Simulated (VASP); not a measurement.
# SnSe2 in VASP: a series of runs, part 2 of 2

VASP 6.6.1.

### Step 4. Relaxation of the atoms, PBEsol

File INCAR:

```
SYSTEM = SnSe2
  ALGO = Normal
  DIPOL = 0.5 0.5 0.500
  EDIFF = 1E-6
  EDIFFG = -0.02
  ENCUT = 520
  GGA = PS
  IBRION = 2
  IDIPOL = 3
  ISIF = 2
  ISMEAR = 0
  LASPH = .True.
  LCHARG = .False.
  LDIPOL = .True.
  LREAL = .False.
  LWAVE = .False.
  NELM = 60
  NSW = 80
  PREC = Accurate
  SIGMA = 0.05
```

File KPOINTS:

```
k-points
0
Gamma
  9 9 1
  0 0 0
```

File POSCAR:

```
SnSe2
1.0
    3.8189235629      0.0000000000      0.0000000000
   -1.9094617815      3.3072848206      0.0000000000
    0.0000000000      0.0000000000     24.3175659239
Se Sn
4 2
Direct
    0.6666666667      0.3333333333      0.3084190261
    0.3333333333      0.6666666667      0.4388594998
    0.6666666667      0.3333333333      0.5611405002
    0.3333333333      0.6666666667      0.6915809739
    0.0000000000      0.0000000000      0.3736392630
    0.0000000000      0.0000000000      0.6263607370
```

Potentials or basis: VASP PAW PBE potentials, release 64 (Se, Sn_d).

Command:

```bash
$ cat potpaw_PBE.64/Se/POTCAR potpaw_PBE.64/Sn_d/POTCAR > POTCAR
$ mpirun -np 1 vasp_std > vasp.out
```

OUTCAR:

```text
SYSTEM = SnSe2
   EDIFF = 1E-6
   EDIFFG = -0.02
   ENCUT = 520
   GGA = PS
   IBRION = 2
   ISIF = 2
   ISMEAR = 0
   LASPH = .True.
   LREAL = .False.
   NELM = 60
   NSW = 80
   PREC = Accurate

 ion  position               nearest neighbor table
   1  0.667  0.333  0.308-   5 2.72   5 2.72   5 2.72
   2  0.333  0.667  0.439-   5 2.72   5 2.72   5 2.72
   3  0.667  0.333  0.561-   6 2.72   6 2.72   6 2.72
   4  0.333  0.667  0.692-   6 2.72   6 2.72   6 2.72
   5  0.000  0.000  0.374-   2 2.72   2 2.72   2 2.72   1 2.72   1 2.72   1 2.72
   6  0.000  0.000  0.626-   3 2.72   3 2.72   3 2.72   4 2.72   4 2.72   4 2.72

  LATTYP: Found a hexagonal cell.
 ALAT       =     3.8189235629
 C/A-ratio  =     6.3676492926

  Lattice vectors:

 A1 = (   3.8189235629,   0.0000000000,   0.0000000000)
 A2 = (  -1.9094617815,   3.3072848206,   0.0000000000)
 A3 = (   0.0000000000,   0.0000000000,  24.3175659239)

Analysis of symmetry for initial positions (statically):
=====================================================================
 Subroutine PRICEL returns:
 Original cell was already a primitive cell.

 Routine SETGRP: Setting up the symmetry group for a
 hexagonal supercell.

 Subroutine GETGRP returns: Found 12 space group operations
 (whereof 12 operations were pure point group operations)
 out of a pool of 24 trial point group operations.

The static configuration has the point symmetry D_3d.

Analysis of symmetry for dynamics (positions and initial velocities):
=====================================================================
 Subroutine PRICEL returns:
 Original cell was already a primitive cell.

 Routine SETGRP: Setting up the symmetry group for a
 hexagonal supercell.

 Subroutine GETGRP returns: Found 12 space group operations
 (whereof 12 operations were pure point group operations)
 out of a pool of 24 trial point group operations.

The dynamic configuration has the point symmetry D_3d.

[... 177 lines left out ...]
  ---------------------------------------------------
  free  energy   TOTEN  =       -25.9109974267 eV

  energy  without entropy=      -25.9109974267  energy(sigma->0) =      -25.91099743

--------------------------------------- Ionic step        2  -------------------------------------------

 number of electron      51.9999995 magnetization

 dipolmoment           0.000000      0.000000     -0.000000 electrons x Angstroem

 Free energy of the ion-electron system (eV)
  ---------------------------------------------------
  ext. energy  EPLUGINS =         0.00000000
  ---------------------------------------------------
  free energy    TOTEN  =       -25.91111353 eV

  energy without entropy =      -25.91111353  energy(sigma->0) =      -25.91111353

 E-fermi :  -0.6635     XC(G=0):  -5.2494

 val. band max:       -0.9455061849   @ k =   0.1111   0.0000   0.0000
 cond. band min:      -0.2624208262   @ k =   0.4444   0.0000   0.0000
 fundamental gap:      0.6830853588
 Fermi energy:        -0.6634944119

 k-point     1 :       0.0000    0.0000    0.0000
  band No.  band energies     occupation
      1     -22.0368      2.00000
      2     -22.0368      2.00000
      3     -22.0368      2.00000
      4     -22.0368      2.00000
      5     -21.9986      2.00000
      6     -21.9985      2.00000
[... 397 lines left out ...]
     30       3.8411      0.00000
     31       4.7855      0.00000

------------------------ aborting loop because EDIFF is reached ----------------------------------------

 vacuum level on the upper side and lower side of the slab       (xc-potential included)        -0.006        -0.006

  FORCE on cell =-STRESS in cart. coord.  units (eV):
  Direction    XX          YY          ZZ          XY          YZ          ZX
  --------------------------------------------------------------------------------------
  -------------------------------------------------------------------------------------
  Total       -0.2276081     -0.2276081     -0.0925323      0.0000000      0.0000000      0.0000000
  in kB       -1.1873139     -1.1873139     -0.4826933      0.0000000      0.0000000      0.0000000
  external PRESSURE =      -0.9524404 kB  Pullay stress =       0.0000000 kB

 VOLUME and BASIS-vectors are now :
 -----------------------------------------------------------------------------
  energy-cutoff  :      520.00
  volume of cell :      307.14
      direct lattice vectors                 reciprocal lattice vectors
     3.818923563  0.000000000  0.000000000     0.261853892  0.151181415  0.000000000
    -1.909461781  3.307284821  0.000000000     0.000000000  0.302362831  0.000000000
     0.000000000  0.000000000 24.317565924     0.000000000  0.000000000  0.041122537

 POSITION                                       TOTAL-FORCE (eV/Angst)
 -----------------------------------------------------------------------------------
      1.90946      1.10243      7.50122        -0.000000      0.000000      0.000252
     -0.00000      2.20486     10.67322         0.000000     -0.000000      0.001299
      1.90946      1.10243     13.64435        -0.000000      0.000000     -0.001299
     -0.00000      2.20486     16.81635         0.000000     -0.000000     -0.000252
      1.90946      3.30728      9.08410         0.000000      0.000000      0.011786
      3.81892      0.00000     15.23347         0.000000      0.000000     -0.011786
 -----------------------------------------------------------------------------------
    total drift:                               -0.000000      0.000000     -0.000000

  FREE ENERGIE OF THE ION-ELECTRON SYSTEM (eV)
  ---------------------------------------------------
  free  energy   TOTEN  =       -25.9111135320 eV

  energy  without entropy=      -25.9111135320  energy(sigma->0) =      -25.91111353

 reached required accuracy - stopping structural energy minimisation

 vacuum level on the upper side and lower side of the slab         5.013         5.013
```

CONTCAR:

```text
SnSe2
   1.00000000000000
     3.8189235628999998    0.0000000000000000    0.0000000000000000
    -1.9094617814999999    3.3072848206000001    0.0000000000000000
     0.0000000000000000    0.0000000000000000   24.3175659238999984
  Se              Sn
     4     2
Direct
     0.6666666667000030    0.3333333332999970    0.3084690683402563
     0.3333333332999970    0.6666666667000030    0.4389098695188346
     0.6666666667000030    0.3333333332999970    0.5610901304811654
     0.3333333332999970    0.6666666667000030    0.6915309316597437
     1.0000000000000000    1.0000000000000000    0.3735611989861567
     1.0000000000000000    0.0000000000000000    0.6264388010138433

  0.00000000E+00  0.00000000E+00  0.00000000E+00
  0.00000000E+00  0.00000000E+00  0.00000000E+00
  0.00000000E+00  0.00000000E+00  0.00000000E+00
  0.00000000E+00  0.00000000E+00  0.00000000E+00
  0.00000000E+00  0.00000000E+00  0.00000000E+00
  0.00000000E+00  0.00000000E+00  0.00000000E+00
```

Run time: 5.5 min. Hardware: 1 thread of Oxide Virtual Turin-like, shared host; peak memory 0.4 GiB.

What came out:

- Free energy: -25.9111 eV
- Energy gained by relaxing: 0.0 meV/atom
- Ionic steps: 2
- Largest force after relaxing: 0.012 eV/Å
- Band gap on the k mesh: 0.68 eV, indirect (least direct gap 0.96 eV)

Forces in eV/Å, atoms in the order of the input:
```
Se   0.000  0.000  0.000
Se   0.000  0.000  0.001
Se   0.000  0.000 -0.001
Se   0.000  0.000  0.000
Sn   0.000  0.000  0.012
Sn   0.000  0.000 -0.012
```

Step by step:
```tsv
step	energy change (eV)	largest force (eV/Å)	pressure (GPa)
1	0.0000	0.0393	-0.10
2	-0.0001	0.0118	-0.10
```

Final structure:
```
Se Sn
1.0
     3.81892    0.00000    0.00000
    -1.90946    3.30728    0.00000
     0.00000    0.00000   24.31757
Se Sn
4 2
Cartesian
  1.9095 1.1024 7.5012
  0.0000 2.2049 10.6732
  1.9095 1.1024 13.6443
  0.0000 2.2049 16.8163
  1.9095 3.3073 9.0841
  3.8189 0.0000 15.2335
```

Levels at points of the mesh, in eV from the valence-band top:
| k point | band 22 | band 23 | band 24 | band 25 | band 26 | band 27 | band 28 | band 29 | band 30 | band 31 |
| --- | --- | --- | --- | --- | --- | --- | --- | --- | --- | --- |
| (0.00, 0.00, 0.00) | -0.52 | -0.19 | -0.19 | -0.09 | -0.09 | 1.28 | 2.09 | 2.95 | 3.03 | 4.44 |

Caveat: the PAW data sets were made with another functional, which shifts forces and pressure a little; spin-orbit coupling is left out, which moves the levels of the heavy elements.
